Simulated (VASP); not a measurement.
# BN (P6_3/mmc) in VASP: notebook

The runs below take BN through electric field gradients, with LDA, r2SCAN.

All numbers are computed with VASP 6.6.1; they aren't measurements. Logs are shortened: lines on timing, memory, paths and dates and some standing lists are left out, and cuts for length are marked.

### Step 1. The cell of the first run

The structure is hexagonal, space group P6_3/mmc (No. 194). Conventional cell: a = 2.502 Å, b = 2.502 Å, c = 7.369 Å, α = 90.00°, β = 90.00°, γ = 120.00°. Within 1.9 Å of B (site symmetry -6m2) lie 3 N at 1.44 Å. Within 1.9 Å of N (site symmetry -6m2) lie 3 B at 1.44 Å.

### Step 2. Electric field gradients, LDA

INCAR

```
SYSTEM = BN
PREC = Accurate ; ENCUT = 520
EDIFF = 1E-8 ; ISMEAR = -1
SIGMA = 0.02 ; LREAL = .FALSE.
LASPH = .TRUE. ; NELM = 60
ALGO = Normal ; ISIF = 2
LWAVE = .FALSE. ; LCHARG = .FALSE.
GGA = CA ; LEFG = .TRUE.
NBANDS = 16
```

KPOINTS

```
regular mesh
0
G
  14 14 4
  0 0 0
```

POSCAR

```
BN
1.0
    2.5016395345      0.0000000000      0.0000000000
   -1.2508197673      2.1664833880      0.0000000000
    0.0000000000      0.0000000000      7.3693201700
B N
2 2
Direct
    0.6666666667      0.3333333333      0.7500000000
    0.3333333333      0.6666666667      0.2500000000
    0.0000000000      0.0000000000      0.7500000000
    0.0000000000      0.0000000000      0.2500000000
```

Potentials or basis: VASP PAW LDA potentials, release 64 (B, N).

Started as:

```
$ cat potpaw_LDA.64/B/POTCAR potpaw_LDA.64/N/POTCAR > POTCAR
$ mpirun -np 1 vasp_std > vasp.out
```

OUTCAR:

```text
SYSTEM = BN
   PREC = Accurate
   ENCUT = 520
   EDIFF = 1E-8
   ISMEAR = -1
   LREAL = .FALSE.
   LASPH = .TRUE.
   NELM = 60
   ISIF = 2
   GGA = CA

 ion  position               nearest neighbor table
   1  0.667  0.333  0.750-   3 1.44   3 1.44   3 1.44
   2  0.333  0.667  0.250-   4 1.44   4 1.44   4 1.44
   3  0.000  0.000  0.750-   1 1.44   1 1.44   1 1.44
   4  0.000  0.000  0.250-   2 1.44   2 1.44   2 1.44

  LATTYP: Found a hexagonal cell.
 ALAT       =     2.5016395345
 C/A-ratio  =     2.9457961742

  Lattice vectors:

 A1 = (   2.5016395345,   0.0000000000,   0.0000000000)
 A2 = (  -1.2508197673,   2.1664833880,   0.0000000000)
 A3 = (   0.0000000000,   0.0000000000,   7.3693201700)

Analysis of symmetry for initial positions (statically):
=====================================================================
 Subroutine PRICEL returns:
 Original cell was already a primitive cell.

 Routine SETGRP: Setting up the symmetry group for a
 hexagonal supercell.

 Subroutine GETGRP returns: Found 24 space group operations
 (whereof 12 operations were pure point group operations)
 out of a pool of 24 trial point group operations.

The static configuration has the point symmetry D_3d.
 The point group associated with its full space group is D_6h.

Analysis of symmetry for dynamics (positions and initial velocities):
=====================================================================
 Subroutine PRICEL returns:
 Original cell was already a primitive cell.

 Routine SETGRP: Setting up the symmetry group for a
 hexagonal supercell.

 Subroutine GETGRP returns: Found 24 space group operations
 (whereof 12 operations were pure point group operations)
 out of a pool of 24 trial point group operations.

The dynamic configuration has the point symmetry D_3d.
 The point group associated with its full space group is D_6h.

 Subroutine INISYM returns: Found 24 space group operations
 (whereof 12 operations are pure point group operations),
 and found     1 'primitive' translations

----------------------------------------------------------------------------------------

                                     Primitive cell

  volume of cell :      39.9400

  direct lattice vectors                    reciprocal lattice vectors
     2.501639535  0.000000000  0.000000000     0.399737846  0.230788753  0.000000000
    -1.250819767  2.166483388  0.000000000     0.000000000  0.461577506  0.000000000
     0.000000000  0.000000000  7.369320170     0.000000000  0.000000000  0.135697727

  length of vectors
     2.501639535  2.501639535  7.369320170     0.461577506  0.461577506  0.135697727

  position of ions in fractional coordinates (direct lattice)
     0.666666667  0.333333333  0.750000000
     0.333333333  0.666666667  0.250000000
     0.000000000  0.000000000  0.750000000
     0.000000000  0.000000000  0.250000000

  ion indices of the primitive-cell ions
   primitive index   ion index
                 1           1
                 2           2
                 3           3
                 4           4

----------------------------------------------------------------------------------------

 KPOINTS: regular mesh

Automatic generation of k-mesh.
 Grid dimensions read from file:
 generate k-points for:   14   14    4

 Generating k-lattice:

  Cartesian coordinates                     Fractional coordinates (reciprocal lattice)
     0.028552703  0.016484911  0.000000000     0.071428571  0.000000000  0.000000000
     0.000000000  0.032969822  0.000000000     0.000000000  0.071428571  0.000000000
     0.000000000  0.000000000  0.033924432     0.000000000  0.000000000  0.250000000

  Length of vectors
     0.032969822  0.032969822  0.033924432

  Shift w.r.t. Gamma in fractional coordinates (k-lattice)
     0.000000000  0.000000000  0.000000000

 Subroutine IBZKPT returns following result:
 ===========================================

 Found     72 irreducible k-points:

 Following reciprocal coordinates:
            Coordinates               Weight
  0.000000  0.000000  0.000000      1.000000
  0.071429 -0.000000  0.000000      6.000000
  0.142857  0.000000  0.000000      6.000000
  0.214286 -0.000000  0.000000      6.000000
  0.285714  0.000000  0.000000      6.000000
  0.357143 -0.000000  0.000000      6.000000
[... 16 lines left out ...]
  0.285714  0.285714  0.000000      6.000000
  0.357143  0.285714  0.000000      6.000000
 [... further k-points ...]
   k-points           NKPTS =     72   k-points in BZ     NKDIM =     72   number of bands    NBANDS=     16
   number of dos      NEDOS =    301   number of ions     NIONS =      4
   total plane-waves  NPLWV =  22400
   dimension x,y,z NGX =    20 NGY =   20 NGZ =   56
   dimension x,y,z NGXF=    40 NGYF=   40 NGZF=  112
   ions per type =               2   2
   NGX,Y,Z   is equivalent  to a cutoff of  13.29, 13.29, 12.63 a.u.
   NGXF,Y,Z  is equivalent  to a cutoff of  26.58, 26.58, 25.27 a.u.
 SYSTEM =  BN
   PREC   = accura    normal or accurate (medium, high low for compatibility)
   ISTART =      0    job   : 0-new  1-cont  2-samecut
   ICHARG =      2    charge: 1-file 2-atom 10-const
   ISPIN  =      1    spin polarized calculation?
   LNONCOLLINEAR =      F non collinear calculations
   LSORBIT =      F    spin-orbit coupling
   LASPH  =      T    aspherical Exc in radial PAW
   ENCUT  =  520.0 eV  38.22 Ry    6.18 a.u.   4.65  4.65 13.70*2*pi/ulx,y,z
   NELM   =     60;   NELMIN=  2; NELMDL= -5     # of ELM steps
   EDIFF  = 0.1E-07   stopping-criterion for ELM
   LREAL  =      F    real-space projection
   EDIFFG = 0.1E-06   stopping-criterion for IOM
   NSW    =      0    number of steps for IOM
   IBRION =     -1    ionic relax: 0-MD 1-quasi-New 2-CG
   NFREE  =      0    steps in history (QN), initial steepest desc. (CG)
   ISIF   =      2    stress and relaxation
   ISYM   =      2    0-nonsym 1-usesym 2-fastsym
   POTIM  = 0.5000    time-step for ionic-motion
   TEBEG  =    0.0;   TEEND  =   0.0 temperature during run
   PSTRESS=    0.0 pullay stress
   NELECT =      16.0000    total number of electrons
   NUPDOWN=      -1.0000    fix difference up-down
   EMIN   =  10.00;   EMAX   =-10.00  energy-range for DOS
   EFERMI =   0.00;   METHOD = LEGACY
   ISMEAR =    -1;   SIGMA  =   0.02  broadening in eV -4-tet -1-fermi 0-gaus
   EFERMI_NEDOS =   21; number of points for ismear=-14 and -15
   IALGO  =     38    algorithm
   IMIX   =      4    mixing-type and parameters
     AMIX     =   0.40;   BMIX     =  1.00
     AMIX_MAG =   1.60;   BMIX_MAG =  1.00
  volume/ion in A,a.u.               =       9.98        67.38
  Fermi-wavevector in a.u.,A,eV,Ry     =   1.206829  2.280576 19.816010  1.456436
  Thomas-Fermi vector in A             =   2.342484
   LORBIT       =      0    0 simple, 1 ext, 2 COOP (PROOUT), +10 PAW based schemes
   GGA     = CA    functional components
   LHFCALC =     F    Hartree Fock is set to
   AEXX    =    0.0000 exact exchange contribution
   IVDW    =     0    specifies the selected vdW correction
   LEPSILON=     F    determine dielectric tensor
   LRPA    =     F    only Hartree local field effects (RPA)
 non-spin polarized calculation
  energy-cutoff  :      520.00
  volume of cell :       39.94
 maximum number of plane-waves:      1095
 NGX is ok and might be reduce to    20
   NGX =  9   NGY =  9   NGZ = 27

 number of electron      15.9999999 magnetization

 Free energy of the ion-electron system (eV)
  ---------------------------------------------------
  ext. energy  EPLUGINS =         0.00000000
  ---------------------------------------------------
  free energy    TOTEN  =       -38.52649525 eV

  energy without entropy =      -38.52649525  energy(sigma->0) =      -38.52649525

 E-fermi :   1.9766     XC(G=0):  -9.8696

 val. band max:        1.5779781781   @ k =   0.3571   0.2857   0.0000
 cond. band min:       5.2739923362   @ k =   0.5000  -0.0000   0.0000
 fundamental gap:      3.6960141581
 Fermi energy:         1.9765605938

 k-point     1 :       0.0000    0.0000    0.0000
  band No.  band energies     occupation
      1     -16.1740      2.00000
      2     -16.0367      2.00000
      3      -4.5951      2.00000
      4      -3.2872      2.00000
      5       0.0110      2.00000
      6       0.0110      2.00000
[... 8 lines left out ...]
     15      12.9870      0.00000
     16      14.2003      0.00000

 k-point     2 :       0.0714   -0.0000    0.0000
  band No.  band energies     occupation
      1     -16.0747      2.00000
      2     -15.9390      2.00000
      3      -4.4577      2.00000
      4      -3.1597      2.00000
      5      -0.4047      2.00000
      6      -0.3813      2.00000
[... 8 lines left out ...]
     15      13.3681      0.00000
     16      13.8917      0.00000

 k-point     3 :       0.1429    0.0000    0.0000
  band No.  band energies     occupation
      1     -15.7803      2.00000
      2     -15.6498      2.00000
      3      -4.0493      2.00000
      4      -2.7821      2.00000
      5      -1.4927      2.00000
      6      -1.4477      2.00000
[... 8 lines left out ...]
     15      14.4798      0.00000
     16      14.5453      0.00000

 k-point     4 :       0.2143   -0.0000    0.0000
  band No.  band energies     occupation
      1     -15.3041      2.00000
      2     -15.1820      2.00000
      3      -3.3825      2.00000
      4      -2.9504      2.00000
      5      -2.8877      2.00000
      6      -2.1709      2.00000
[... 8 lines left out ...]
     15      15.3319      0.00000
     16      16.2563      0.00000
[... 324 lines left out ...]
 k-point    22 :       0.3571    0.2143    0.0000
  band No.  band energies     occupation
      1     -12.6969      2.00000
      2     -12.6319      2.00000
      3      -6.9830      2.00000
      4      -6.8806      2.00000
      5      -4.7201      2.00000
      6      -4.6604      2.00000
[... 8 lines left out ...]
     15      15.1659      0.00000
     16      16.0123      0.00000

 k-point    23 :       0.2857    0.2857    0.0000
  band No.  band energies     occupation
      1     -12.6559      2.00000
      2     -12.5909      2.00000
      3      -6.6681      2.00000
      4      -6.5845      2.00000
      5      -5.2167      2.00000
      6      -5.1566      2.00000
[... 8 lines left out ...]
     15      16.5309      0.00000
     16      16.6999      0.00000

 k-point    24 :       0.3571    0.2857    0.0000
  band No.  band energies     occupation
      1     -12.4568      2.00000
      2     -12.3975      2.00000
      3      -6.7542      2.00000
      4      -6.6842      2.00000
      5      -5.5356      2.00000
      6      -5.4824      2.00000
[... 8 lines left out ...]
     15      16.1443      0.00000
     16      16.9182      0.00000

 [... further k-points ...]

------------------------ aborting loop because EDIFF is reached ----------------------------------------

  FORCE on cell =-STRESS in cart. coord.  units (eV):
  Direction    XX          YY          ZZ          XY          YZ          ZX
  --------------------------------------------------------------------------------------
  -------------------------------------------------------------------------------------
  Total       -1.1991338     -1.1991338     -0.1782860      0.0000000     -0.0000000      0.0000000
  in kB      -48.1028383    -48.1028383     -7.1518803      0.0000000     -0.0000000      0.0000000
  external PRESSURE =     -34.4525190 kB  Pullay stress =       0.0000000 kB

 VOLUME and BASIS-vectors are now :
 -----------------------------------------------------------------------------
  energy-cutoff  :      520.00
  volume of cell :       39.94
      direct lattice vectors                 reciprocal lattice vectors
     2.501639535  0.000000000  0.000000000     0.399737846  0.230788753  0.000000000
    -1.250819767  2.166483388  0.000000000     0.000000000  0.461577506  0.000000000
     0.000000000  0.000000000  7.369320170     0.000000000  0.000000000  0.135697727

 POSITION                                       TOTAL-FORCE (eV/Angst)
 -----------------------------------------------------------------------------------
      1.25082      0.72216      5.52699        -0.000000      0.000000      0.000000
     -0.00000      1.44432      1.84233         0.000000     -0.000000      0.000000
      0.00000      0.00000      5.52699        -0.000000      0.000000      0.000000
      0.00000      0.00000      1.84233        -0.000000     -0.000000      0.000000
 -----------------------------------------------------------------------------------
    total drift:                               -0.000000      0.000000     -0.000000

  FREE ENERGIE OF THE ION-ELECTRON SYSTEM (eV)
  ---------------------------------------------------
  free  energy   TOTEN  =       -38.5264952513 eV

  energy  without entropy=      -38.5264952513  energy(sigma->0) =      -38.52649525

 Electric field gradients (V/A^2)
---------------------------------------------------------------------
 ion       V_xx      V_yy      V_zz      V_xy      V_xz      V_yz
---------------------------------------------------------------------
   1     -17.404   -17.404    34.808     0.000    -0.000     0.000
   2     -17.404   -17.404    34.808     0.000     0.000    -0.000
   3      -3.683    -3.683     7.366    -0.000     0.000    -0.000
   4      -3.683    -3.683     7.366    -0.000    -0.000     0.000
---------------------------------------------------------------------

 Electric field gradients after diagonalization (V/A^2)
 (convention: |V_zz| > |V_xx| > |V_yy|)
----------------------------------------------------------------------
 ion       V_xx      V_yy      V_zz     asymmetry (V_yy - V_xx)/ V_zz
----------------------------------------------------------------------
   1     -17.404   -17.404    34.808       0.000
   2     -17.404   -17.404    34.808       0.000
   3      -3.683    -3.683     7.366       0.000
   4      -3.683    -3.683     7.366       0.000
----------------------------------------------------------------------

           NMR quadrupolar parameters

 Cq : quadrupolar parameter    Cq=e*Q*V_zz/h
 eta: asymmetry parameters     (V_yy - V_xx)/ V_zz
 Q  : nuclear electric quadrupole moment in mb (millibarn)
----------------------------------------------------------------------
 ion       Cq(MHz)       eta       Q (mb)
----------------------------------------------------------------------
   1       0.084       0.000       1.000
   2       0.084       0.000       1.000
   3       0.018       0.000       1.000
   4       0.018       0.000       1.000
----------------------------------------------------------------------
```

It used 68 s of CPU time on 1 thread of AMD EPYC 7R13 Processor (Zen 3), on a shared host.

What came out:

| Quantity | Value |
| --- | --- |
| Free energy | -38.5265 eV |
| Pressure | -3.4 GPa |
| Band gap on the k mesh | 3.70 eV, indirect (least direct gap 4.13 eV) |

Stress tensor (GPa, compression positive):
```
-4.81  0.00  0.00
 0.00 -4.81  0.00
 0.00  0.00 -0.72
```

Electric field gradients, principal values (V/Å²):
| atom | least | middle | greatest (by size) |
| --- | --- | --- | --- |
| 1 B | -17.404 | -17.404 | 34.808 |
| 2 B | -17.404 | -17.404 | 34.808 |
| 3 N | -3.683 | -3.683 | 7.366 |
| 4 N | -3.683 | -3.683 | 7.366 |

Caveat: without QUAD_EFG the Cq values of the log hold for a quadrupole moment of 1 mb, not for the nuclei.

### Step 3. Electric field gradients, r2SCAN

POSCAR is that of step 2.

INCAR.step1

```
  PREC = Accurate
  ENCUT = 520
  ISMEAR = -1
  SIGMA = 0.02
  LREAL = False
  LASPH = True
  NELM = 80
  NBANDS = 16
  GGA = PE
  ALGO = Normal
  EDIFF = 1E-4
  LWAVE = True
  LCHARG = False
```

INCAR.step2

```
  PREC = Accurate
  ENCUT = 520
  EDIFF = 1E-8
  ISMEAR = -1
  SIGMA = 0.02
  LREAL = False
  LASPH = True
  NELM = 80
  ALGO = Normal
  ISIF = 2
  LWAVE = False
  LCHARG = False
  METAGGA = R2SCAN
  LMIXTAU = True
  LEFG = True
  NBANDS = 16
  ISTART = 1
```

KPOINTS

```
regular mesh
0
Gamma
  14 14 4
```

Potentials or basis: VASP PAW PBE potentials, release 64 (B, N).

Started as:

```
$ cat potpaw_PBE.64/B/POTCAR potpaw_PBE.64/N/POTCAR > POTCAR
$ cp INCAR.step1 INCAR
$ mpirun -np 1 vasp_std > vasp.out
$ cp INCAR.step2 INCAR
$ mpirun -np 1 vasp_std > vasp.out
```

OUTCAR:

```text
PREC = Accurate
   ENCUT = 520
   EDIFF = 1E-8
   ISMEAR = -1
   LREAL = False
   LASPH = True
   NELM = 80
   ISIF = 2
   METAGGA = R2SCAN
   ISTART = 1

 ion  position               nearest neighbor table
   1  0.667  0.333  0.750-   3 1.44   3 1.44   3 1.44
   2  0.333  0.667  0.250-   4 1.44   4 1.44   4 1.44
   3  0.000  0.000  0.750-   1 1.44   1 1.44   1 1.44
   4  0.000  0.000  0.250-   2 1.44   2 1.44   2 1.44

  LATTYP: Found a hexagonal cell.
 ALAT       =     2.5016395345
 C/A-ratio  =     2.9457961742

  Lattice vectors:

[... 685 lines left out ...]
 ion       V_xx      V_yy      V_zz      V_xy      V_xz      V_yz
---------------------------------------------------------------------
   1     -18.706   -18.706    37.412    -0.000    -0.000     0.000
   2     -18.706   -18.706    37.412    -0.000     0.000    -0.000
   3      -1.044    -1.043     2.088     0.001     0.000    -0.000
   4      -1.044    -1.043     2.088     0.001    -0.000     0.000
---------------------------------------------------------------------

 Electric field gradients after diagonalization (V/A^2)
 (convention: |V_zz| > |V_xx| > |V_yy|)
----------------------------------------------------------------------
 ion       V_xx      V_yy      V_zz     asymmetry (V_yy - V_xx)/ V_zz
----------------------------------------------------------------------
   1     -18.706   -18.706    37.412       0.000
   2     -18.706   -18.706    37.412       0.000
   3      -1.045    -1.043     2.088       0.001
   4      -1.045    -1.043     2.088       0.001
----------------------------------------------------------------------

           NMR quadrupolar parameters

 Cq : quadrupolar parameter    Cq=e*Q*V_zz/h
 eta: asymmetry parameters     (V_yy - V_xx)/ V_zz
 Q  : nuclear electric quadrupole moment in mb (millibarn)
----------------------------------------------------------------------
 ion       Cq(MHz)       eta       Q (mb)
----------------------------------------------------------------------
   1       0.090       0.000       1.000
   2       0.090       0.000       1.000
   3       0.005       0.001       1.000
   4       0.005       0.001       1.000
----------------------------------------------------------------------
```

It used 400 s of CPU time on 1 thread of AMD EPYC 7R13 Processor (Zen 3), on a shared host.

What came out:

```yaml
Free_energy: -38.5653 eV
Pressure: 0.0 GPa
Band_gap_on_the_k_mesh: 4.41 eV, indirect (least direct gap 4.93 eV)
```

Stress tensor (GPa, compression positive):
```
 0.01  0.00  0.00
 0.00  0.01  0.00
 0.00  0.00 -0.10
```

Electric field gradients, principal values (V/Å²):
```
atom    least   middle  greatest (by size)
 1 B  -18.706  -18.706              37.412
 2 B  -18.706  -18.706              37.412
 3 N   -1.043   -1.045               2.088
 4 N   -1.043   -1.045               2.088
```

Caveat: without QUAD_EFG the Cq values of the log hold for a quadrupole moment of 1 mb, not for the nuclei; the PAW data sets were made with another functional, which shifts forces and pressure a little. A k mesh can miss the band edges.

(Part 1 of 2 ends here.)
